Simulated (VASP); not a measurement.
# InSb (F-43m) in VASP: notebook

Runs on InSb. Level: PBE. Tasks: single point.

All numbers are computed with VASP 6.6.1; they aren't measurements. Logs are shortened: lines on timing, memory, paths and dates and some standing lists are left out, and cuts for length are marked.

**1. The cell of the first run**

The structure is cubic, space group F-43m (No. 216). The conventional cell has a = 6.690 Å, b = 6.690 Å, c = 6.690 Å, α = 90.00°, β = 90.00°, γ = 90.00°. Within 3.8 Å of In (site symmetry -43m) lie 4 Sb at 2.90 Å. Within 3.8 Å of Sb (site symmetry -43m) lie 4 In at 2.90 Å.

**2. Single point, PBE (strain +2.0%)**

The input, INCAR:

```
ALGO     = Normal         # electronic algorithm
EDIFF    = 1E-6           # SCF threshold, eV
ENCUT    = 520            # plane-wave cutoff, eV
GGA      = PE             # functional
ISIF     = 2              # what is computed and relaxed
ISMEAR   = -1             # smearing method
LASPH    = True           # aspherical terms in the spheres
LCHARG   = False          # write CHGCAR
LREAL    = False          # projectors in reciprocal space
LWAVE    = False          # write WAVECAR
NBANDS   = 16             # bands
NELM     = 100            # most SCF steps
PREC     = Accurate       # precision mode
SIGMA    = 0.02           # smearing width, eV
```

The input, KPOINTS:

```
k-points
0
Gamma
  6 6 6
```

The input, POSCAR:

```
InSb
1.0
    0.0000000000      3.3451032779      3.3451032779
    3.3451032779      0.0000000000      3.3451032779
    3.3451032779      3.3451032779      0.0000000000
In Sb
1 1
Direct
    0.0000000000      0.0000000000      0.0000000000
    0.2500000000      0.2500000000      0.2500000000
```

Potentials or basis: VASP PAW PBE potentials, release 64 (In_d, Sb).

Command:

```console
> cat potpaw_PBE.64/In_d/POTCAR potpaw_PBE.64/Sb/POTCAR > POTCAR
> mpirun -np 1 vasp_std > vasp.out
```

OUTCAR:

```text
EDIFF = 1E-6
   ENCUT = 520
   GGA = PE
   ISIF = 2
   ISMEAR = -1
   LASPH = True
   LREAL = False
   NELM = 100
   PREC = Accurate

 ion  position               nearest neighbor table
   1  0.000  0.000  0.000-   2 2.90   2 2.90   2 2.90   2 2.90
   2  0.250  0.250  0.250-   1 2.90   1 2.90   1 2.90   1 2.90

  LATTYP: Found a face centered cubic cell.
 ALAT       =     6.6902065558

  Lattice vectors:

 A1 = (   0.0000000000,   3.3451032779,   3.3451032779)
 A2 = (   3.3451032779,   0.0000000000,   3.3451032779)
 A3 = (   3.3451032779,   3.3451032779,   0.0000000000)

Analysis of symmetry for initial positions (statically):
=====================================================================
 Subroutine PRICEL returns:
 Original cell was already a primitive cell.

 Routine SETGRP: Setting up the symmetry group for a
 face centered cubic supercell.

 Subroutine GETGRP returns: Found 24 space group operations
 (whereof 24 operations were pure point group operations)
 out of a pool of 48 trial point group operations.

The static configuration has the point symmetry T_d .

Analysis of symmetry for dynamics (positions and initial velocities):
=====================================================================
 Subroutine PRICEL returns:
 Original cell was already a primitive cell.

 Routine SETGRP: Setting up the symmetry group for a
 face centered cubic supercell.

 Subroutine GETGRP returns: Found 24 space group operations
 (whereof 24 operations were pure point group operations)
 out of a pool of 48 trial point group operations.

The dynamic configuration has the point symmetry T_d .

 Subroutine INISYM returns: Found 24 space group operations
 (whereof 24 operations are pure point group operations),
 and found     1 'primitive' translations

----------------------------------------------------------------------------------------

                                     Primitive cell

  volume of cell :      74.8615

  direct lattice vectors                    reciprocal lattice vectors
     0.000000000  3.345103278  3.345103278    -0.149472216  0.149472216  0.149472216
     3.345103278  0.000000000  3.345103278     0.149472216 -0.149472216  0.149472216
     3.345103278  3.345103278  0.000000000     0.149472216  0.149472216 -0.149472216

  length of vectors
     4.730690423  4.730690423  4.730690423     0.258893473  0.258893473  0.258893473

  position of ions in fractional coordinates (direct lattice)
     0.000000000  0.000000000  0.000000000
[... 68 lines left out ...]
   NELM   =    100;   NELMIN=  2; NELMDL= -5     # of ELM steps
   EDIFF  = 0.1E-05   stopping-criterion for ELM
   LREAL  =      F    real-space projection
   EDIFFG = 0.1E-04   stopping-criterion for IOM
   NSW    =      0    number of steps for IOM
   IBRION =     -1    ionic relax: 0-MD 1-quasi-New 2-CG
   NFREE  =      0    steps in history (QN), initial steepest desc. (CG)
   ISIF   =      2    stress and relaxation
   ISYM   =      2    0-nonsym 1-usesym 2-fastsym
   POTIM  = 0.5000    time-step for ionic-motion
   TEBEG  =    0.0;   TEEND  =   0.0 temperature during run
   PSTRESS=    0.0 pullay stress
   NELECT =      18.0000    total number of electrons
   NUPDOWN=      -1.0000    fix difference up-down
   EMIN   =  10.00;   EMAX   =-10.00  energy-range for DOS
   EFERMI =   0.00;   METHOD = LEGACY
   ISMEAR =    -1;   SIGMA  =   0.02  broadening in eV -4-tet -1-fermi 0-gaus
   EFERMI_NEDOS =   21; number of points for ismear=-14 and -15
   IALGO  =     38    algorithm
   IMIX   =      4    mixing-type and parameters
     AMIX     =   0.40;   BMIX     =  1.00
     AMIX_MAG =   1.60;   BMIX_MAG =  1.00
  volume/ion in A,a.u.               =      37.43       252.60
  Fermi-wavevector in a.u.,A,eV,Ry     =   1.017996  1.923734 14.099937  1.036316
  Thomas-Fermi vector in A             =   2.151429
   LORBIT       =      0    0 simple, 1 ext, 2 COOP (PROOUT), +10 PAW based schemes
   GGA     = PE    functional components
   LHFCALC =     F    Hartree Fock is set to
   AEXX    =    0.0000 exact exchange contribution
   IVDW    =     0    specifies the selected vdW correction
   LEPSILON=     F    determine dielectric tensor
   LRPA    =     F    only Hartree local field effects (RPA)
 non-spin polarized calculation
  energy-cutoff  :      520.00
  volume of cell :       74.86
 maximum number of plane-waves:      2044
   NGX = 17   NGY = 17   NGZ = 17

 number of electron      18.0000006 magnetization

 Free energy of the ion-electron system (eV)
  ---------------------------------------------------
  ext. energy  EPLUGINS =         0.00000000
  ---------------------------------------------------
  free energy    TOTEN  =        -6.92807715 eV

  energy without entropy =       -6.92772351  energy(sigma->0) =       -6.92790033

 E-fermi :   4.1629     XC(G=0):  -8.2749

 val. band max:        4.1490858225   @ k =   0.0000   0.0000   0.0000
 cond. band min:       4.5259466542   @ k =   0.5000   0.0000   0.0000
 fundamental gap:      0.3768608316
 Fermi energy:         4.1629487360

 k-point     1 :       0.0000    0.0000    0.0000
  band No.  band energies     occupation
      1     -10.2879      2.00000
      2     -10.2879      2.00000
      3     -10.2879      2.00000
      4     -10.2270      2.00000
      5     -10.2270      2.00000
      6      -5.9981      2.00000
[... 281 lines left out ...]
      3     -10.2588      2.00000
      4     -10.2350      2.00000
      5     -10.2233      2.00000
      6      -4.3445      2.00000
[... 8 lines left out ...]
     15      13.4592      0.00000
     16      14.2370      0.00000

------------------------ aborting loop because EDIFF is reached ----------------------------------------

  FORCE on cell =-STRESS in cart. coord.  units (eV):
  Direction    XX          YY          ZZ          XY          YZ          ZX
  --------------------------------------------------------------------------------------
  -------------------------------------------------------------------------------------
  Total       -0.3901974     -0.3901974     -0.3901974     -0.0000000      0.0000000      0.0000000
  in kB       -8.3509591     -8.3509591     -8.3509591     -0.0000000      0.0000000      0.0000000
  external PRESSURE =      -8.3509591 kB  Pullay stress =       0.0000000 kB

 VOLUME and BASIS-vectors are now :
 -----------------------------------------------------------------------------
  energy-cutoff  :      520.00
  volume of cell :       74.86
      direct lattice vectors                 reciprocal lattice vectors
     0.000000000  3.345103278  3.345103278    -0.149472216  0.149472216  0.149472216
     3.345103278  0.000000000  3.345103278     0.149472216 -0.149472216  0.149472216
     3.345103278  3.345103278  0.000000000     0.149472216  0.149472216 -0.149472216

 POSITION                                       TOTAL-FORCE (eV/Angst)
 -----------------------------------------------------------------------------------
      0.00000      0.00000      0.00000        -0.000000     -0.000000     -0.000000
      1.67255      1.67255      1.67255         0.000000      0.000000      0.000000
 -----------------------------------------------------------------------------------
    total drift:                               -0.000000     -0.000000     -0.000000

  FREE ENERGIE OF THE ION-ELECTRON SYSTEM (eV)
  ---------------------------------------------------
  free  energy   TOTEN  =        -6.9280771475 eV

  energy  without entropy=       -6.9277235127  energy(sigma->0) =       -6.92790033
```

Wall time 26 s (1 thread of Intel Xeon Platinum 8375C at 2.90GHz (Ice Lake), shared host); peak memory 0.21 GiB.

Results:

```
Free energy            : -6.9281 eV
Pressure               : -0.8 GPa
Band gap on the k mesh : zero (filled and empty bands touch)
```

Levels at points of the mesh, in eV from the Fermi level:
| k point | band 7 | band 8 | band 9 | band 10 | band 11 | band 12 |
| --- | --- | --- | --- | --- | --- | --- |
| (0.00, 0.00, 0.00) | -0.74 | -0.01 | -0.01 | -0.01 | 2.95 | 2.95 |
| (0.50, 0.00, 0.00) | -5.22 | -0.88 | -0.88 | 0.36 | 3.77 | 3.77 |
| (0.50, 0.50, 0.00) | -5.55 | -1.98 | -1.98 | 1.35 | 1.49 | 7.57 |

Caveat: the cell differs from its parent crystal (strain +2.0%); semilocal functionals underestimate gaps, so a narrow gap can read as zero; spin-orbit coupling is left out, which moves the levels of the heavy elements.

**3. Single point, PBE (strain +3.0%)**

The input, INCAR:

```
ALGO = Normal
EDIFF = 1E-6
ENCUT = 520
GGA = PE
ISIF = 2
ISMEAR = -1
LASPH = T
LCHARG = F
LREAL = F
LWAVE = F
NBANDS = 16
NELM = 80
PREC = Accurate
SIGMA = 0.02
```

KPOINTS is that of step 2.

The input, POSCAR:

```
InSb
1.0
    0.0000000000      3.3778984081      3.3778984081
    3.3778984081      0.0000000000      3.3778984081
    3.3778984081      3.3778984081      0.0000000000
In Sb
1 1
Direct
    0.0000000000      0.0000000000      0.0000000000
    0.2500000000      0.2500000000      0.2500000000
```

Potentials or basis: VASP PAW PBE potentials, release 64 (In_d, Sb).

Command:

```console
> cat potpaw_PBE.64/In_d/POTCAR potpaw_PBE.64/Sb/POTCAR > POTCAR
> mpirun -np 1 vasp_std > vasp.out
```

Wall time 22 s (1 thread of Intel Xeon Platinum 8375C at 2.90GHz (Ice Lake), shared host); peak memory 0.21 GiB.

The run converged. Its results:

| Quantity | Value |
| --- | --- |
| Free energy | -6.9106 eV |
| Pressure | -1.7 GPa |
| Band gap on the k mesh | zero (filled and empty bands touch) |

Levels at points of the mesh, in eV from the Fermi level:
```tsv
k point	band 7	band 8	band 9	band 10	band 11	band 12
(0.00, 0.00, 0.00)	-0.90	-0.01	-0.01	-0.01	2.94	2.94
(0.50, 0.00, 0.00)	-5.11	-0.85	-0.85	0.32	3.76	3.76
(0.50, 0.50, 0.00)	-5.44	-1.89	-1.89	1.35	1.53	7.40
```

Caveat: the cell differs from its parent crystal (strain +3.0%); semilocal functionals underestimate gaps, so a narrow gap can read as zero; spin-orbit coupling is left out, which moves the levels of the heavy elements.
